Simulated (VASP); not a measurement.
# CsPbBr3 (Pm-3m) in VASP: further runs

The runs below take CsPbBr3 through single point, with PBE.

All numbers are computed with VASP 6.6.1; they aren't measurements. Logs are shortened: lines on timing, memory, paths and dates and some standing lists are left out, and cuts for length are marked.

**1. The cell of the first run**

It takes space group Pm-3m (No. 221, cubic). Conventional cell: a = 5.853 Å, b = 5.853 Å, c = 5.853 Å, α = 90.00°, β = 90.00°, γ = 90.00°. Cs (site symmetry m-3m) has 12 Br at 4.14 Å and 8 Pb at 5.07 Å within 5.4 Å. Within 3.9 Å of Pb (site symmetry m-3m) lie 6 Br at 2.93 Å. Within 3.9 Å of Br (site symmetry 4/mmm) lie 2 Pb at 2.93 Å.

**2. Single point, PBE**

File INCAR:

```
  PREC = Accurate
  ENCUT = 520
  EDIFF = 1E-6
  ISMEAR = 0
  SIGMA = 0.1
  LREAL = F
  LASPH = T
  NELM = 60
  ALGO = Normal
  ISIF = 2
  LWAVE = F
  LCHARG = F
  GGA = PE
  NBANDS = 30
```

File KPOINTS:

```
regular mesh
0
Gamma
  4 4 4
```

File POSCAR:

```
CsPbBr3
1.0
    5.8533979396      0.0000000000      0.0000000000
    0.0000000000      5.8533979396      0.0000000000
    0.0000000000      0.0000000000      5.8533979396
Cs Pb Br
1 1 3
Direct
    0.0000000000      0.0000000000      0.0000000000
    0.5000000000      0.5000000000      0.5000000000
    0.0000000000      0.5000000000      0.5000000000
    0.5000000000      0.0000000000      0.5000000000
    0.5000000000      0.5000000000      0.0000000000
```

Potentials or basis: VASP PAW PBE potentials, release 64 (Cs_sv, Pb_d, Br).

Run with:

```bash
$ cat potpaw_PBE.64/Cs_sv/POTCAR potpaw_PBE.64/Pb_d/POTCAR potpaw_PBE.64/Br/POTCAR > POTCAR
$ mpirun -np 1 vasp_std > vasp.out
```

OUTCAR:

```text
PREC = Accurate
   ENCUT = 520
   EDIFF = 1E-6
   ISMEAR = 0
   LREAL = F
   LASPH = T
   NELM = 60
   ISIF = 2
   GGA = PE

 ion  position               nearest neighbor table
   1  0.000  0.000  0.000-
   2  0.500  0.500  0.500-   3 2.93   4 2.93   5 2.93   5 2.93   4 2.93   3 2.93
   3  0.000  0.500  0.500-   2 2.93   2 2.93
   4  0.500  0.000  0.500-   2 2.93   2 2.93
   5  0.500  0.500  0.000-   2 2.93   2 2.93

  LATTYP: Found a simple cubic cell.
 ALAT       =     5.8533979396

  Lattice vectors:

 A1 = (   5.8533979396,   0.0000000000,   0.0000000000)
 A2 = (   0.0000000000,   5.8533979396,   0.0000000000)
 A3 = (   0.0000000000,   0.0000000000,   5.8533979396)

Analysis of symmetry for initial positions (statically):
=====================================================================
 Subroutine PRICEL returns:
 Original cell was already a primitive cell.

 Routine SETGRP: Setting up the symmetry group for a
 simple cubic supercell.

 Subroutine GETGRP returns: Found 48 space group operations
 (whereof 48 operations were pure point group operations)
 out of a pool of 48 trial point group operations.

The static configuration has the point symmetry O_h .

Analysis of symmetry for dynamics (positions and initial velocities):
=====================================================================
 Subroutine PRICEL returns:
 Original cell was already a primitive cell.

 Routine SETGRP: Setting up the symmetry group for a
 simple cubic supercell.

 Subroutine GETGRP returns: Found 48 space group operations
 (whereof 48 operations were pure point group operations)
 out of a pool of 48 trial point group operations.

The dynamic configuration has the point symmetry O_h .

 Subroutine INISYM returns: Found 48 space group operations
 (whereof 48 operations are pure point group operations),
 and found     1 'primitive' translations

----------------------------------------------------------------------------------------

                                     Primitive cell

  volume of cell :     200.5507

  direct lattice vectors                    reciprocal lattice vectors
     5.853397940  0.000000000  0.000000000     0.170840939  0.000000000  0.000000000
[... 73 lines left out ...]
   LSORBIT =      F    spin-orbit coupling
   LASPH  =      T    aspherical Exc in radial PAW
   ENCUT  =  520.0 eV  38.22 Ry    6.18 a.u.  10.88 10.88 10.88*2*pi/ulx,y,z
   NELM   =     60;   NELMIN=  2; NELMDL= -5     # of ELM steps
   EDIFF  = 0.1E-05   stopping-criterion for ELM
   LREAL  =      F    real-space projection
   EDIFFG = 0.1E-04   stopping-criterion for IOM
   NSW    =      0    number of steps for IOM
   IBRION =     -1    ionic relax: 0-MD 1-quasi-New 2-CG
   NFREE  =      0    steps in history (QN), initial steepest desc. (CG)
   ISIF   =      2    stress and relaxation
   ISYM   =      2    0-nonsym 1-usesym 2-fastsym
   POTIM  = 0.5000    time-step for ionic-motion
   TEBEG  =    0.0;   TEEND  =   0.0 temperature during run
   PSTRESS=    0.0 pullay stress
   NELECT =      44.0000    total number of electrons
   NUPDOWN=      -1.0000    fix difference up-down
   EMIN   =  10.00;   EMAX   =-10.00  energy-range for DOS
   EFERMI =   0.00;   METHOD = LEGACY
   ISMEAR =     0;   SIGMA  =   0.10  broadening in eV -4-tet -1-fermi 0-gaus
   EFERMI_NEDOS =   21; number of points for ismear=-14 and -15
   IALGO  =     38    algorithm
   IMIX   =      4    mixing-type and parameters
     AMIX     =   0.40;   BMIX     =  1.00
     AMIX_MAG =   1.60;   BMIX_MAG =  1.00
  volume/ion in A,a.u.               =      40.11       270.68
  Fermi-wavevector in a.u.,A,eV,Ry     =   0.987380  1.865878 13.264583  0.974919
  Thomas-Fermi vector in A             =   2.118830
   LORBIT       =      0    0 simple, 1 ext, 2 COOP (PROOUT), +10 PAW based schemes
   GGA     = PE    functional components
   LHFCALC =     F    Hartree Fock is set to
   AEXX    =    0.0000 exact exchange contribution
   IVDW    =     0    specifies the selected vdW correction
   LEPSILON=     F    determine dielectric tensor
   LRPA    =     F    only Hartree local field effects (RPA)
 non-spin polarized calculation
 Gauss-broadening in eV      SIGMA  =   0.10
  energy-cutoff  :      520.00
  volume of cell :      200.55
 maximum number of plane-waves:      5449
 NGX is ok and might be reduce to    48
   NGX = 21   NGY = 21   NGZ = 21

 number of electron      44.0000004 magnetization

 Free energy of the ion-electron system (eV)
  ---------------------------------------------------
  ext. energy  EPLUGINS =         0.00000000
  ---------------------------------------------------
  free energy    TOTEN  =       -15.78689335 eV

  energy without entropy =      -15.78689335  energy(sigma->0) =      -15.78689335

 E-fermi :   1.8893     XC(G=0):  -7.6753

 val. band max:        1.4273779274   @ k =   0.5000   0.5000   0.5000
 cond. band min:       2.9195521877   @ k =   0.5000   0.5000   0.5000
 fundamental gap:      1.4921742603
 Fermi energy:         1.8892863909

 k-point     1 :       0.0000    0.0000    0.0000
  band No.  band energies     occupation
      1     -20.1123      2.00000
      2     -15.5128      2.00000
      3     -15.5128      2.00000
      4     -15.3425      2.00000
      5     -15.3425      2.00000
      6     -15.3425      2.00000
[... 319 lines left out ...]
     29       6.5428      0.00000
     30       7.7475      0.00000

------------------------ aborting loop because EDIFF is reached ----------------------------------------

  FORCE on cell =-STRESS in cart. coord.  units (eV):
  Direction    XX          YY          ZZ          XY          YZ          ZX
  --------------------------------------------------------------------------------------
  -------------------------------------------------------------------------------------
  Total        2.2215141      2.2215141      2.2215141      0.0000000     -0.0000000      0.0000000
  in kB       17.7474313     17.7474313     17.7474313      0.0000000     -0.0000000      0.0000000
  external PRESSURE =      17.7474313 kB  Pullay stress =       0.0000000 kB

 VOLUME and BASIS-vectors are now :
 -----------------------------------------------------------------------------
  energy-cutoff  :      520.00
  volume of cell :      200.55
      direct lattice vectors                 reciprocal lattice vectors
     5.853397940  0.000000000  0.000000000     0.170840939  0.000000000  0.000000000
     0.000000000  5.853397940  0.000000000     0.000000000  0.170840939  0.000000000
     0.000000000  0.000000000  5.853397940     0.000000000  0.000000000  0.170840939

 POSITION                                       TOTAL-FORCE (eV/Angst)
 -----------------------------------------------------------------------------------
      0.00000      0.00000      0.00000         0.000000      0.000000      0.000000
      2.92670      2.92670      2.92670         0.000000      0.000000      0.000000
      0.00000      2.92670      2.92670         0.000000      0.000000      0.000000
      2.92670      0.00000      2.92670         0.000000      0.000000      0.000000
      2.92670      2.92670      0.00000         0.000000      0.000000      0.000000
 -----------------------------------------------------------------------------------
    total drift:                                0.000000     -0.000000     -0.000000

  FREE ENERGIE OF THE ION-ELECTRON SYSTEM (eV)
  ---------------------------------------------------
  free  energy   TOTEN  =       -15.7868933501 eV

  energy  without entropy=      -15.7868933501  energy(sigma->0) =      -15.78689335
```

OSZICAR:

```text
N       E                     dE             d eps       ncg     rms          rms(c)
DAV:   1     0.396490358491E+03    0.39649E+03   -0.18705E+04   600   0.130E+03
DAV:   2     0.319732086790E+02   -0.36452E+03   -0.34779E+03   730   0.304E+02
DAV:   3    -0.145327411566E+02   -0.46506E+02   -0.46158E+02   726   0.116E+02
DAV:   4    -0.162927722686E+02   -0.17600E+01   -0.17556E+01   756   0.294E+01
DAV:   5    -0.163445507518E+02   -0.51778E-01   -0.51766E-01   756   0.424E+00    0.434E+00
DAV:   6    -0.158203875623E+02    0.52416E+00   -0.80860E-01   892   0.882E+00    0.253E+00
DAV:   7    -0.157770989681E+02    0.43289E-01   -0.46911E-01   896   0.375E+00    0.101E+00
DAV:   8    -0.157866569876E+02   -0.95580E-02   -0.57074E-02   768   0.193E+00    0.188E-01
DAV:   9    -0.157865365506E+02    0.12044E-03   -0.79251E-03   894   0.720E-01    0.105E-01
DAV:  10    -0.157868100763E+02   -0.27353E-03   -0.91025E-04   696   0.156E-01    0.484E-02
DAV:  11    -0.157868913465E+02   -0.81270E-04   -0.19573E-04   768   0.111E-01    0.100E-02
DAV:  12    -0.157868942900E+02   -0.29435E-05   -0.34504E-05   904   0.486E-02    0.119E-02
DAV:  13    -0.157868931737E+02    0.11164E-05   -0.49513E-06   780   0.156E-02    0.411E-03
DAV:  14    -0.157868933501E+02   -0.17642E-06   -0.10237E-06   466   0.867E-03
   1 F= -.15786893E+02 E0= -.15786893E+02  d E =-.477708E-12
```

Wall time 60 s (1 thread of Oxide Virtual Turin-like, shared host); peak memory 0.31 GiB.

Results:

```
Free energy            : -15.7869 eV
Pressure               : 1.8 GPa
Band gap on the k mesh : 1.49 eV
```

Levels at points of the mesh, in eV from the valence-band top:
```
           k point  band 18  band 19  band 20  band 21  band 22  band 23  band 24  band 25  band 26  band 27
(0.00, 0.00, 0.00)    -2.25    -2.25    -2.12    -2.12    -2.12     2.95     4.02     4.02     4.78     4.78
(0.50, 0.00, 0.00)    -2.39    -2.38    -2.23    -2.23    -1.48     2.55     4.40     5.02     5.05     5.30
(0.50, 0.50, 0.00)    -2.47    -2.47    -2.34    -1.76    -0.72     2.05     2.05     4.86     5.11     5.55
(0.50, 0.50, 0.50)    -2.34    -1.75    -1.75    -1.75     0.00     1.49     1.49     1.49     4.44     5.12
```

Caveat: spin-orbit coupling is left out, which moves the levels of the heavy elements. A k mesh can miss the band edges.

[end of part 1 of 2]
